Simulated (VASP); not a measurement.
# SiGeO4 (P1) in VASP: single point with PBE

Aim: the single point of SiGeO4 with PBE.

Program: VASP 6.6.1. These are calculated values, not measurements. Logs are shortened: lines on timing, memory, paths and dates and some standing lists are left out, and cuts for length are marked.

## (1) The cell of the first run

The typed cell holds 12 atoms: a = 5.098 Å, b = 5.109 Å, c = 8.506 Å, α = 91.45°, β = 91.20°, γ = 118.99°.

## (2) Single point, PBE

Contents of INCAR:

```
PREC = Accurate
ENCUT = 520
EDIFF = 1E-7
ISMEAR = 0
SIGMA = 0.1
LREAL = False
LASPH = True
NELM = 100
ALGO = Normal
ISIF = 2
LWAVE = False
LCHARG = False
GGA = PE
NBANDS = 54
```

Contents of KPOINTS:

```
Automatic mesh
0
Gamma
  4 4 2
```

Contents of POSCAR:

```
SiGeO4
1.0
    5.0977422225      0.0000000000      0.0000000000
   -2.4763148138      4.4686396369      0.0000000000
   -0.1786093077     -0.3454669047      8.4973578269
Si Ge O
2 2 8
Direct
    0.7050643141      0.3668126681      0.0634874401
    0.2981275055      0.6358921953      0.5625493692
    0.3678031517      0.6980969436      0.9378651527
    0.6295199520      0.2971508728      0.4364873286
    0.4891840709      0.4300008998      0.9427175904
    0.0600530877      0.6137434832      0.0553710846
    0.6676134242      0.0387973855      0.0127994817
    0.6017184438      0.3866091162      0.2415378316
    0.2693570625      0.7308439123      0.7434329201
    0.3678745369      0.9170807214      0.4515268957
    0.9854123422      0.3486320936      0.4935240700
    0.5582721083      0.5363397080      0.5586988354
```

Potentials or basis: VASP PAW PBE potentials, release 64 (Si, Ge_d, O).

Started as:

```
$ cat potpaw_PBE.64/Si/POTCAR potpaw_PBE.64/Ge_d/POTCAR potpaw_PBE.64/O/POTCAR > POTCAR
$ mpirun -np 1 vasp_std > vasp.out
```

OUTCAR:

```text
PREC = Accurate
   ENCUT = 520
   EDIFF = 1E-7
   ISMEAR = 0
   LREAL = False
   LASPH = True
   NELM = 100
   ISIF = 2
   GGA = PE

 ion  position               nearest neighbor table
   1  0.705  0.367  0.063-   8 1.63   6 1.63   7 1.64   5 1.64
   2  0.298  0.636  0.563-   9 1.63  10 1.63  12 1.64  11 1.64
   3  0.368  0.698  0.938-   9 1.75   6 1.75   5 1.76   7 1.76
   4  0.630  0.297  0.436-   8 1.75  10 1.75  12 1.76  11 1.76
   5  0.489  0.430  0.943-   1 1.64   3 1.76
   6  0.060  0.614  0.055-   1 1.63   3 1.75
   7  0.668  0.039  0.013-   1 1.64   3 1.76
   8  0.602  0.387  0.242-   1 1.63   4 1.75
   9  0.269  0.731  0.743-   2 1.63   3 1.75
  10  0.368  0.917  0.452-   2 1.63   4 1.75
  11  0.985  0.349  0.494-   2 1.64   4 1.76
  12  0.558  0.536  0.559-   2 1.64   4 1.76

  LATTYP: Found a triclinic cell.
 ALAT       =     5.1089015709
 B/A-ratio  =     2.3653027887
 C/A-ratio  =     0.9978157049
 COS(alpha) =     0.0027719661
 COS(beta)  =     0.4847059156
 COS(gamma) =     0.6232403604

  Lattice vectors:

 A1 = (   2.4763148138,  -4.4686396369,   0.0000000000)
 A2 = (   0.0334967128,  -8.5918123691,  -8.4973578269)
 A3 = (   5.0977422225,   0.0000000000,   0.0000000000)

Analysis of symmetry for initial positions (statically):
=====================================================================
 Subroutine PRICEL returns:
 Original cell was already a primitive cell.

 Routine SETGRP: Setting up the symmetry group for a
 triclinic supercell.

 Subroutine GETGRP returns: Found  1 space group operations
 (whereof  1 operations were pure point group operations)
 out of a pool of  2 trial point group operations.

The static configuration has the point symmetry C_1 .

Analysis of symmetry for dynamics (positions and initial velocities):
=====================================================================
 Subroutine PRICEL returns:
 Original cell was already a primitive cell.

 Routine SETGRP: Setting up the symmetry group for a
 triclinic supercell.

 Subroutine GETGRP returns: Found  1 space group operations
 (whereof  1 operations were pure point group operations)
 out of a pool of  2 trial point group operations.

The dynamic configuration has the point symmetry C_1 .

 Subroutine INISYM returns: Found  1 space group operations
 (whereof  1 operations are pure point group operations),
 and found     1 'primitive' translations

----------------------------------------------------------------------------------------

                                     Primitive cell

  volume of cell :     193.5696

  direct lattice vectors                    reciprocal lattice vectors
     5.097742222  0.000000000  0.000000000     0.196165274  0.108705784  0.008542796
    -2.476314814  4.468639637  0.000000000     0.000000000  0.223781750  0.009098027
    -0.178609308 -0.345466905  8.497357827     0.000000000  0.000000000  0.117683640

  length of vectors
     5.097742222  5.108901571  8.506252918     0.224434270  0.223966618  0.117683640

  position of ions in fractional coordinates (direct lattice)
     0.705064314  0.366812668  0.063487440
     0.298127505  0.635892195  0.562549369
     0.367803152  0.698096944  0.937865153
     0.629519952  0.297150873  0.436487329
     0.489184071  0.430000900  0.942717590
     0.060053088  0.613743483  0.055371085
     0.667613424  0.038797385  0.012799482
     0.601718444  0.386609116  0.241537832
     0.269357062  0.730843912  0.743432920
     0.367874537  0.917080721  0.451526896
     0.985412342  0.348632094  0.493524070
     0.558272108  0.536339708  0.558698835

  ion indices of the primitive-cell ions
   primitive index   ion index
                 1           1
                 2           2
                 3           3
                 4           4
                 5           5
                 6           6
                 7           7
                 8           8
                 9           9
                10          10
                11          11
                12          12

----------------------------------------------------------------------------------------

 KPOINTS: Automatic mesh

Automatic generation of k-mesh.
 Grid dimensions read from file:
 generate k-points for:    4    4    2

 Generating k-lattice:

  Cartesian coordinates                     Fractional coordinates (reciprocal lattice)
     0.049041319  0.027176446  0.002135699     0.250000000  0.000000000  0.000000000
     0.000000000  0.055945438  0.002274507     0.000000000  0.250000000  0.000000000
     0.000000000  0.000000000  0.058841820     0.000000000  0.000000000  0.500000000

  Length of vectors
     0.056108567  0.055991654  0.058841820

  Shift w.r.t. Gamma in fractional coordinates (k-lattice)
     0.000000000  0.000000000  0.000000000

 Subroutine IBZKPT returns following result:
 ===========================================

 Found     20 irreducible k-points:

 Following reciprocal coordinates:
            Coordinates               Weight
  0.000000  0.000000  0.000000      1.000000
  0.250000 -0.000000  0.000000      2.000000
  0.500000 -0.000000  0.000000      1.000000
  0.000000  0.250000  0.000000      2.000000
  0.250000  0.250000  0.000000      2.000000
  0.500000  0.250000 -0.000000      2.000000
[... 12 lines left out ...]
  0.250000  0.500000  0.500000      2.000000
  0.500000  0.500000  0.500000      1.000000
   k-points           NKPTS =     20   k-points in BZ     NKDIM =     20   number of bands    NBANDS=     54
   number of dos      NEDOS =    301   number of ions     NIONS =     12
   total plane-waves  NPLWV = 102400
   dimension x,y,z NGX =    40 NGY =   40 NGZ =   64
   dimension x,y,z NGXF=    80 NGYF=   80 NGZF=  128
   ions per type =               2   2   8
   NGX,Y,Z   is equivalent  to a cutoff of  13.04, 13.02, 12.51 a.u.
   NGXF,Y,Z  is equivalent  to a cutoff of  26.09, 26.03, 25.02 a.u.
 SYSTEM =  unknown system
   PREC   = accura    normal or accurate (medium, high low for compatibility)
   ISTART =      0    job   : 0-new  1-cont  2-samecut
   ICHARG =      2    charge: 1-file 2-atom 10-const
   ISPIN  =      1    spin polarized calculation?
   LNONCOLLINEAR =      F non collinear calculations
   LSORBIT =      F    spin-orbit coupling
   LASPH  =      T    aspherical Exc in radial PAW
   ENCUT  =  520.0 eV  38.22 Ry    6.18 a.u.   9.48  9.50 15.82*2*pi/ulx,y,z
   NELM   =    100;   NELMIN=  2; NELMDL= -5     # of ELM steps
   EDIFF  = 0.1E-06   stopping-criterion for ELM
   LREAL  =      F    real-space projection
   EDIFFG = 0.1E-05   stopping-criterion for IOM
   NSW    =      0    number of steps for IOM
   IBRION =     -1    ionic relax: 0-MD 1-quasi-New 2-CG
   NFREE  =      0    steps in history (QN), initial steepest desc. (CG)
   ISIF   =      2    stress and relaxation
   ISYM   =      2    0-nonsym 1-usesym 2-fastsym
   POTIM  = 0.5000    time-step for ionic-motion
   TEBEG  =    0.0;   TEEND  =   0.0 temperature during run
   PSTRESS=    0.0 pullay stress
   NELECT =      84.0000    total number of electrons
   NUPDOWN=      -1.0000    fix difference up-down
   EMIN   =  10.00;   EMAX   =-10.00  energy-range for DOS
   EFERMI =   0.00;   METHOD = LEGACY
   ISMEAR =     0;   SIGMA  =   0.10  broadening in eV -4-tet -1-fermi 0-gaus
   EFERMI_NEDOS =   21; number of points for ismear=-14 and -15
   IALGO  =     38    algorithm
   IMIX   =      4    mixing-type and parameters
     AMIX     =   0.40;   BMIX     =  1.00
     AMIX_MAG =   1.60;   BMIX_MAG =  1.00
  volume/ion in A,a.u.               =      16.13       108.86
  Fermi-wavevector in a.u.,A,eV,Ry     =   1.239431  2.342184 20.901110  1.536188
  Thomas-Fermi vector in A             =   2.373914
   LORBIT       =      0    0 simple, 1 ext, 2 COOP (PROOUT), +10 PAW based schemes
   GGA     = PE    functional components
   LHFCALC =     F    Hartree Fock is set to
   AEXX    =    0.0000 exact exchange contribution
   IVDW    =     0    specifies the selected vdW correction
   LEPSILON=     F    determine dielectric tensor
   LRPA    =     F    only Hartree local field effects (RPA)
 non-spin polarized calculation
 Gauss-broadening in eV      SIGMA  =   0.10
  energy-cutoff  :      520.00
  volume of cell :      193.57
 maximum number of plane-waves:      5241
 NGX is ok and might be reduce to    40
   NGX = 19   NGY = 19   NGZ = 31

 number of electron      84.0000000 magnetization

 Free energy of the ion-electron system (eV)
  ---------------------------------------------------
  ext. energy  EPLUGINS =         0.00000000
  ---------------------------------------------------
  free energy    TOTEN  =       -85.78514974 eV

  energy without entropy =      -85.78514974  energy(sigma->0) =      -85.78514974

 E-fermi :  -0.2915     XC(G=0):  -8.2364

 val. band max:       -0.8062022465   @ k =   0.5000   0.5000   0.0000
 cond. band min:       3.5718120876   @ k =   0.0000   0.0000   0.0000
 fundamental gap:      4.3780143341
 Fermi energy:        -0.2914746658

 k-point     1 :       0.0000    0.0000    0.0000
  band No.  band energies     occupation
      1     -24.0346      2.00000
      2     -24.0212      2.00000
      3     -24.0161      2.00000
      4     -24.0115      2.00000
      5     -24.0063      2.00000
      6     -24.0021      2.00000
[... 46 lines left out ...]
     53      10.0738      0.00000
     54      10.3454      0.00000

 k-point     2 :       0.2500   -0.0000    0.0000
  band No.  band energies     occupation
      1     -24.0377      2.00000
      2     -24.0214      2.00000
      3     -24.0149      2.00000
      4     -24.0115      2.00000
      5     -24.0057      2.00000
      6     -24.0039      2.00000
[... 46 lines left out ...]
     53       9.8392      0.00000
     54      10.3735      0.00000

 k-point     3 :       0.5000   -0.0000    0.0000
  band No.  band energies     occupation
      1     -24.0405      2.00000
      2     -24.0217      2.00000
      3     -24.0135      2.00000
      4     -24.0124      2.00000
      5     -24.0059      2.00000
      6     -24.0044      2.00000
[... 46 lines left out ...]
     53       9.5495      0.00000
     54      10.1773      0.00000
[... 856 lines left out ...]
 k-point    19 :       0.2500    0.5000    0.5000
  band No.  band energies     occupation
      1     -24.0350      2.00000
      2     -24.0260      2.00000
      3     -24.0171      2.00000
      4     -24.0115      2.00000
      5     -24.0070      2.00000
      6     -24.0022      2.00000
[... 46 lines left out ...]
     53       9.8249      0.00000
     54       9.9911      0.00000

 k-point    20 :       0.5000    0.5000    0.5000
  band No.  band energies     occupation
      1     -24.0351      2.00000
      2     -24.0242      2.00000
      3     -24.0170      2.00000
      4     -24.0130      2.00000
      5     -24.0063      2.00000
      6     -24.0035      2.00000
[... 46 lines left out ...]
     53       9.5971      0.00000
     54      10.3188      0.00000

------------------------ aborting loop because EDIFF is reached ----------------------------------------

  FORCE on cell =-STRESS in cart. coord.  units (eV):
  Direction    XX          YY          ZZ          XY          YZ          ZX
  --------------------------------------------------------------------------------------
  -------------------------------------------------------------------------------------
  Total       -0.1535807     -0.2160514     -0.2035789      0.0036089     -0.0433913     -0.0138318
  in kB       -1.2711886     -1.7882596     -1.6850249      0.0298708     -0.3591501     -0.1144857
  external PRESSURE =      -1.5814910 kB  Pullay stress =       0.0000000 kB

 VOLUME and BASIS-vectors are now :
 -----------------------------------------------------------------------------
  energy-cutoff  :      520.00
  volume of cell :      193.57
      direct lattice vectors                 reciprocal lattice vectors
     5.097742222  0.000000000  0.000000000     0.196165274  0.108705784  0.008542796
    -2.476314814  4.468639637  0.000000000     0.000000000  0.223781750  0.009098027
    -0.178609308 -0.345466905  8.497357827     0.000000000  0.000000000  0.117683640

 POSITION                                       TOTAL-FORCE (eV/Angst)
 -----------------------------------------------------------------------------------
      2.67455      1.61722      0.53948         0.023785     -0.003285      0.009001
     -0.15537      2.64723      4.78018        -0.001071     -0.001905      0.010935
     -0.02125      2.79554      7.96938        -0.008026      0.010680     -0.004909
      2.39533      1.17707      3.70899        -0.010492     -0.009783     -0.021724
      1.26054      1.59584      8.01061        -0.060206      0.040074     -0.021960
     -1.22358      2.72347      0.47051         0.055358      0.020134     -0.037086
      3.30496      0.16895      0.10876        -0.016644     -0.052640     -0.021360
      2.06690      1.64417      2.05243        -0.000273     -0.019540      0.081282
     -0.56947      3.00905      6.31722         0.014982     -0.004847      0.074889
     -0.47630      3.94212      3.83679         0.014118      0.076516     -0.017079
      4.07191      1.38741      4.19365        -0.054630     -0.021114     -0.019468
      1.41799      2.20370      4.74746         0.043099     -0.034290     -0.032520
 -----------------------------------------------------------------------------------
    total drift:                                0.001877     -0.001535     -0.000849

  FREE ENERGIE OF THE ION-ELECTRON SYSTEM (eV)
  ---------------------------------------------------
  free  energy   TOTEN  =       -85.7851497396 eV

  energy  without entropy=      -85.7851497396  energy(sigma->0) =      -85.78514974
```

It took 8.8 min on 1 thread of Intel Xeon 8259CL, shared host; peak memory 0.4 GiB.

What came out:

| Property | Result |
| --- | --- |
| Free energy | -85.7851 eV |
| Pressure | -0.2 GPa |
| Largest force | 0.084 eV/Å |
| Band gap on the k mesh | 4.38 eV (least direct gap 4.42 eV) |

Forces in eV/Å, atoms in the order of the input:
```
Si   0.024 -0.003  0.009
Si  -0.001 -0.002  0.011
Ge  -0.008  0.011 -0.005
Ge  -0.010 -0.010 -0.022
O   -0.060  0.040 -0.022
O    0.055  0.020 -0.037
O   -0.017 -0.053 -0.021
O    0.000 -0.020  0.081
O    0.015 -0.005  0.075
O    0.014  0.077 -0.017
O   -0.055 -0.021 -0.019
O    0.043 -0.034 -0.033
```

A k mesh can miss the band edges.
